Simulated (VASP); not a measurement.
# CsNbBr3 (P6_3/mmc) in VASP: single point with PBE

Aim: the single point of CsNbBr3 with PBE.

Program: VASP 6.6.1. These are calculated values, not measurements. Logs are shortened: lines on timing, memory, paths and dates and some standing lists are left out, and cuts for length are marked.

## Step 1: The cell of the first run

Symmetry: P6_3/mmc, No. 194, hexagonal system. The conventional cell has a = 6.984 Å, b = 6.984 Å, c = 5.298 Å, α = 90.00°, β = 90.00°, γ = 120.00°. Within 3.4 Å of Nb (site symmetry -3m) lie 6 Br at 2.58 Å and 2 Nb at 2.65 Å. Within 4.3 Å of Cs (site symmetry -6m2) lie 12 Br at 3.21 to 3.50 Å and 6 Nb at 4.24 Å. Br (site symmetry mm2) has 2 Nb at 2.58 Å and 6 Br at 3.14 to 3.45 Å and 4 Cs at 3.21 to 3.50 Å within 3.5 Å.

## Step 2: Single point, PBE

The input, INCAR:

```
SYSTEM = CsNbBr3
PREC = Accurate
ENCUT = 520
EDIFF = 1E-6
ISMEAR = 0
SIGMA = 0.0172
LREAL = .False.
LASPH = .True.
NELM = 60
ALGO = Normal
ISIF = 2
LWAVE = .False.
LCHARG = .False.
GGA = PE
NBANDS = 54
```

The input, KPOINTS:

```
regular mesh
0
Gamma
  6 6 4
  0 0 0
```

The input, POSCAR:

```
CsNbBr3
1.0
    3.4920952392      6.0484863791      0.0000000000
   -3.4920952392      6.0484863791      0.0000000000
    0.0000000000      0.0000000000      5.2984667427
Nb Cs Br
2 2 6
Direct
    0.0000000000      0.0000000000      0.0000000000
    0.0000000000      0.0000000000      0.5000000000
    0.3333333333      0.3333333333      0.7500000000
    0.6666666667      0.6666666667      0.2500000000
    0.1833191402      0.1833191402      0.2500000000
    0.8166808598      0.3666382803      0.7500000000
    0.6333617197      0.1833191402      0.2500000000
    0.8166808598      0.8166808598      0.7500000000
    0.1833191402      0.6333617197      0.2500000000
    0.3666382803      0.8166808598      0.7500000000
```

Potentials or basis: VASP PAW PBE potentials, release 64 (Nb_sv, Cs_sv, Br).

Command:

```
cat potpaw_PBE.64/Nb_sv/POTCAR potpaw_PBE.64/Cs_sv/POTCAR potpaw_PBE.64/Br/POTCAR > POTCAR
mpirun -np 1 vasp_std > vasp.out
```

OUTCAR:

```text
SYSTEM = CsNbBr3
   PREC = Accurate
   ENCUT = 520
   EDIFF = 1E-6
   ISMEAR = 0
   LREAL = .False.
   LASPH = .True.
   NELM = 60
   ISIF = 2
   GGA = PE

 ion  position               nearest neighbor table
   1  0.000  0.000  0.000-   6 2.58   7 2.58   9 2.58  10 2.58   5 2.58   8 2.58   2 2.65   2 2.65

   2  0.000  0.000  0.500-   6 2.58   7 2.58   9 2.58  10 2.58   5 2.58   8 2.58   1 2.65   1 2.65

   3  0.333  0.333  0.750-
   4  0.667  0.667  0.250-
   5  0.183  0.183  0.250-   1 2.58   2 2.58
   6  0.817  0.367  0.750-   1 2.58   2 2.58
   7  0.633  0.183  0.250-   1 2.58   2 2.58
   8  0.817  0.817  0.750-   1 2.58   2 2.58
   9  0.183  0.633  0.250-   1 2.58   2 2.58
  10  0.367  0.817  0.750-   1 2.58   2 2.58

  LATTYP: Found a hexagonal cell.
 ALAT       =     6.9841904783
 C/A-ratio  =     0.7586372049

  Lattice vectors:

 A1 = (   3.4920952392,  -6.0484863791,   0.0000000000)
 A2 = (   3.4920952392,   6.0484863791,   0.0000000000)
 A3 = (   0.0000000000,   0.0000000000,   5.2984667427)

Analysis of symmetry for initial positions (statically):
=====================================================================
 Subroutine PRICEL returns:
 Original cell was already a primitive cell.

 Routine SETGRP: Setting up the symmetry group for a
 hexagonal supercell.

 Subroutine GETGRP returns: Found 24 space group operations
 (whereof 12 operations were pure point group operations)
 out of a pool of 24 trial point group operations.

The static configuration has the point symmetry D_3d.
 The point group associated with its full space group is D_6h.

Analysis of symmetry for dynamics (positions and initial velocities):
=====================================================================
 Subroutine PRICEL returns:
 Original cell was already a primitive cell.

 Routine SETGRP: Setting up the symmetry group for a
 hexagonal supercell.

 Subroutine GETGRP returns: Found 24 space group operations
 (whereof 12 operations were pure point group operations)
 out of a pool of 24 trial point group operations.

The dynamic configuration has the point symmetry D_3d.
 The point group associated with its full space group is D_6h.

 Subroutine INISYM returns: Found 24 space group operations
 (whereof 12 operations are pure point group operations),
 and found     1 'primitive' translations

----------------------------------------------------------------------------------------

                                     Primitive cell

  volume of cell :     223.8273

  direct lattice vectors                    reciprocal lattice vectors
     3.492095239  6.048486379  0.000000000     0.143180516  0.082665310  0.000000000
    -3.492095239  6.048486379  0.000000000    -0.143180516  0.082665310  0.000000000
     0.000000000  0.000000000  5.298466743     0.000000000  0.000000000  0.188733845

  length of vectors
     6.984190478  6.984190478  5.298466743     0.165330619  0.165330619  0.188733845

  position of ions in fractional coordinates (direct lattice)
     0.000000000  0.000000000  0.000000000
     0.000000000  0.000000000  0.500000000
     0.333333333  0.333333333  0.750000000
     0.666666667  0.666666667  0.250000000
     0.183319140  0.183319140  0.250000000
     0.816680860  0.366638280  0.750000000
     0.633361720  0.183319140  0.250000000
     0.816680860  0.816680860  0.750000000
     0.183319140  0.633361720  0.250000000
     0.366638280  0.816680860  0.750000000

  ion indices of the primitive-cell ions
   primitive index   ion index
                 1           1
                 2           2
                 3           3
                 4           4
                 5           5
                 6           6
                 7           7
                 8           8
                 9           9
                10          10

----------------------------------------------------------------------------------------

 KPOINTS: regular mesh

Automatic generation of k-mesh.
 Grid dimensions read from file:
 generate k-points for:    6    6    4

 Generating k-lattice:

  Cartesian coordinates                     Fractional coordinates (reciprocal lattice)
     0.023863419  0.013777552  0.000000000     0.166666667  0.000000000  0.000000000
    -0.023863419  0.013777552  0.000000000     0.000000000  0.166666667  0.000000000
     0.000000000  0.000000000  0.047183461     0.000000000  0.000000000  0.250000000

  Length of vectors
     0.027555103  0.027555103  0.047183461

  Shift w.r.t. Gamma in fractional coordinates (k-lattice)
     0.000000000  0.000000000  0.000000000

 Subroutine IBZKPT returns following result:
 ===========================================

 Found     21 irreducible k-points:

 Following reciprocal coordinates:
            Coordinates               Weight
  0.000000  0.000000  0.000000      1.000000
  0.166667 -0.000000  0.000000      6.000000
  0.333333 -0.000000  0.000000      6.000000
  0.500000  0.000000  0.000000      3.000000
  0.333333  0.166667  0.000000      6.000000
  0.500000  0.166667  0.000000     12.000000
[... 13 lines left out ...]
  0.500000  0.166667  0.500000     12.000000
 -0.333333  0.333333  0.500000      2.000000
   k-points           NKPTS =     21   k-points in BZ     NKDIM =     21   number of bands    NBANDS=     54
   number of dos      NEDOS =    301   number of ions     NIONS =     10
   total plane-waves  NPLWV = 116640
   dimension x,y,z NGX =    54 NGY =   54 NGZ =   40
   dimension x,y,z NGXF=   108 NGYF=  108 NGZF=   80
   ions per type =               2   2   6
   NGX,Y,Z   is equivalent  to a cutoff of  12.85, 12.85, 12.55 a.u.
   NGXF,Y,Z  is equivalent  to a cutoff of  25.71, 25.71, 25.10 a.u.
 SYSTEM =  CsNbBr3
   PREC   = accura    normal or accurate (medium, high low for compatibility)
   ISTART =      0    job   : 0-new  1-cont  2-samecut
   ICHARG =      2    charge: 1-file 2-atom 10-const
   ISPIN  =      1    spin polarized calculation?
   LNONCOLLINEAR =      F non collinear calculations
   LSORBIT =      F    spin-orbit coupling
   LASPH  =      T    aspherical Exc in radial PAW
   ENCUT  =  520.0 eV  38.22 Ry    6.18 a.u.  12.99 12.99  9.85*2*pi/ulx,y,z
   NELM   =     60;   NELMIN=  2; NELMDL= -5     # of ELM steps
   EDIFF  = 0.1E-05   stopping-criterion for ELM
   LREAL  =      F    real-space projection
   EDIFFG = 0.1E-04   stopping-criterion for IOM
   NSW    =      0    number of steps for IOM
   IBRION =     -1    ionic relax: 0-MD 1-quasi-New 2-CG
   NFREE  =      0    steps in history (QN), initial steepest desc. (CG)
   ISIF   =      2    stress and relaxation
   ISYM   =      2    0-nonsym 1-usesym 2-fastsym
   POTIM  = 0.5000    time-step for ionic-motion
   TEBEG  =    0.0;   TEEND  =   0.0 temperature during run
   PSTRESS=    0.0 pullay stress
   NELECT =      86.0000    total number of electrons
   NUPDOWN=      -1.0000    fix difference up-down
   EMIN   =  10.00;   EMAX   =-10.00  energy-range for DOS
   EFERMI =   0.00;   METHOD = LEGACY
   ISMEAR =     0;   SIGMA  =   0.02  broadening in eV -4-tet -1-fermi 0-gaus
   EFERMI_NEDOS =   21; number of points for ismear=-14 and -15
   IALGO  =     38    algorithm
   IMIX   =      4    mixing-type and parameters
     AMIX     =   0.40;   BMIX     =  1.00
     AMIX_MAG =   1.60;   BMIX_MAG =  1.00
  volume/ion in A,a.u.               =      22.38       151.05
  Fermi-wavevector in a.u.,A,eV,Ry     =   1.190154  2.249066 19.272211  1.416468
  Thomas-Fermi vector in A             =   2.326246
   LORBIT       =      0    0 simple, 1 ext, 2 COOP (PROOUT), +10 PAW based schemes
   GGA     = PE    functional components
   LHFCALC =     F    Hartree Fock is set to
   AEXX    =    0.0000 exact exchange contribution
   IVDW    =     0    specifies the selected vdW correction
   LEPSILON=     F    determine dielectric tensor
   LRPA    =     F    only Hartree local field effects (RPA)
 non-spin polarized calculation
 Gauss-broadening in eV      SIGMA  =   0.02
  energy-cutoff  :      520.00
  volume of cell :      223.83
 maximum number of plane-waves:      6069
 NGX is ok and might be reduce to    54
   NGX = 25   NGY = 25   NGZ = 19

 number of electron      85.9999995 magnetization

 Free energy of the ion-electron system (eV)
  ---------------------------------------------------
  ext. energy  EPLUGINS =         0.00000000
  ---------------------------------------------------
  free energy    TOTEN  =       -38.42578936 eV

  energy without entropy =      -38.42522974  energy(sigma->0) =      -38.42550955

 E-fermi :   7.0783     XC(G=0): -10.4438

 val. band max:        7.0001379389   @ k =   0.5000   0.0000   0.0000
 cond. band min:       7.0913956142   @ k =   0.3333  -0.0000   0.5000
 fundamental gap:      0.0912576753
 Fermi energy:         7.0783339088

 k-point     1 :       0.0000    0.0000    0.0000
  band No.  band energies     occupation
      1     -48.4907      2.00000
      2     -48.2433      2.00000
      3     -25.4492      2.00000
      4     -24.7487      2.00000
      5     -24.7487      2.00000
      6     -24.4719      2.00000
[... 46 lines left out ...]
     53      11.0706      0.00000
     54      11.0988      0.00000

 k-point     2 :       0.1667   -0.0000    0.0000
  band No.  band energies     occupation
      1     -48.4907      2.00000
      2     -48.2433      2.00000
      3     -25.4492      2.00000
      4     -24.7487      2.00000
      5     -24.7487      2.00000
      6     -24.4719      2.00000
[... 46 lines left out ...]
     53      11.0913      0.00000
     54      11.3420      0.00000

 k-point     3 :       0.3333   -0.0000    0.0000
  band No.  band energies     occupation
      1     -48.4907      2.00000
      2     -48.2433      2.00000
      3     -25.4491      2.00000
      4     -24.7488      2.00000
      5     -24.7487      2.00000
      6     -24.4719      2.00000
[... 46 lines left out ...]
     53      11.3406      0.00000
     54      11.4063      0.00000
[... 913 lines left out ...]
 k-point    20 :       0.5000    0.1667    0.5000
  band No.  band energies     occupation
      1     -48.3688      2.00000
      2     -48.3688      2.00000
      3     -24.6125      2.00000
      4     -24.6125      2.00000
      5     -24.6125      2.00000
      6     -24.6125      2.00000
[... 46 lines left out ...]
     53      11.6147      0.00000
     54      11.6158      0.00000

 k-point    21 :      -0.3333    0.3333    0.5000
  band No.  band energies     occupation
      1     -48.3688      2.00000
      2     -48.3688      2.00000
      3     -24.6125      2.00000
      4     -24.6125      2.00000
      5     -24.6125      2.00000
      6     -24.6125      2.00000
[... 46 lines left out ...]
     53      11.7636      0.00000
     54      11.7816      0.00000

------------------------ aborting loop because EDIFF is reached ----------------------------------------

  FORCE on cell =-STRESS in cart. coord.  units (eV):
  Direction    XX          YY          ZZ          XY          YZ          ZX
  --------------------------------------------------------------------------------------
  -------------------------------------------------------------------------------------
  Total       28.0481376     28.0481376     28.1576641     -0.0000000      0.0000000      0.0000000
  in kB      200.7712937    200.7712937    201.5552945     -0.0000000      0.0000000      0.0000000
  external PRESSURE =     201.0326273 kB  Pullay stress =       0.0000000 kB

 VOLUME and BASIS-vectors are now :
 -----------------------------------------------------------------------------
  energy-cutoff  :      520.00
  volume of cell :      223.83
      direct lattice vectors                 reciprocal lattice vectors
     3.492095239  6.048486379  0.000000000     0.143180516  0.082665310  0.000000000
    -3.492095239  6.048486379  0.000000000    -0.143180516  0.082665310  0.000000000
     0.000000000  0.000000000  5.298466743     0.000000000  0.000000000  0.188733845

 POSITION                                       TOTAL-FORCE (eV/Angst)
 -----------------------------------------------------------------------------------
      0.00000      0.00000      0.00000        -0.000000     -0.000000     -0.000000
      0.00000      0.00000      2.64923        -0.000000     -0.000000     -0.000000
      0.00000      4.03232      3.97385        -0.000000     -0.000000     -0.000000
      0.00000      8.06465      1.32462        -0.000000     -0.000000     -0.000000
      0.00000      2.21761      1.32462        -0.000000     -0.026371      0.000000
      1.57159      7.15729      3.97385         0.022838     -0.013186     -0.000000
      1.57159      4.93968      1.32462         0.022838      0.013186      0.000000
      0.00000      9.87937      3.97385        -0.000000      0.026371      0.000000
     -1.57159      4.93968      1.32462        -0.022838      0.013186      0.000000
     -1.57159      7.15729      3.97385        -0.022838     -0.013186     -0.000000
 -----------------------------------------------------------------------------------
    total drift:                                0.000000      0.000000     -0.000000

  FREE ENERGIE OF THE ION-ELECTRON SYSTEM (eV)
  ---------------------------------------------------
  free  energy   TOTEN  =       -38.4257893612 eV

  energy  without entropy=      -38.4252297392  energy(sigma->0) =      -38.42550955
```

It took 5.8 min on 1 thread of Intel Xeon Platinum 8259CL at 2.50GHz (Skylake/Cascade Lake), shared host; peak memory 0.45 GiB.

Results:

```yaml
Free_energy: -38.4258 eV
Pressure: 20.1 GPa
Largest_force: 0.026 eV/Å
Band_gap_on_the_k_mesh: zero (bands 43 and 44 overlap by 0.45 eV)
```

Forces on the atoms (eV/Å):
```
Nb   0.000  0.000  0.000
Nb   0.000  0.000  0.000
Cs   0.000  0.000  0.000
Cs   0.000  0.000  0.000
Br   0.000 -0.026  0.000
Br   0.023 -0.013  0.000
Br   0.023  0.013  0.000
Br   0.000  0.026  0.000
Br  -0.023  0.013  0.000
Br  -0.023 -0.013  0.000
```

Levels at points of the mesh, in eV from the Fermi level:
| k point | band 40 | band 41 | band 42 | band 43 | band 44 | band 45 | band 46 | band 47 |
| --- | --- | --- | --- | --- | --- | --- | --- | --- |
| (0.00, 0.00, 0.00) | -3.02 | -2.76 | -1.36 | -1.36 | 1.20 | 1.20 | 1.94 | 1.94 |
| (0.50, 0.00, 0.00) | -3.45 | -3.01 | -0.91 | -0.08 | 1.24 | 1.24 | 1.67 | 2.25 |
| (0.00, 0.00, 0.50) | -3.52 | -0.30 | -0.30 | -0.28 | -0.28 | -0.28 | -0.28 | 2.70 |
| (0.50, 0.00, 0.50) | -3.34 | -0.32 | -0.32 | 0.17 | 0.17 | 0.29 | 0.29 | 1.55 |

Caveat: the cell stands under pressure; spin-orbit coupling is left out, which moves the levels of the heavy elements.

The gap in the log of VASP goes by the Fermi energy; the results here count the filled bands.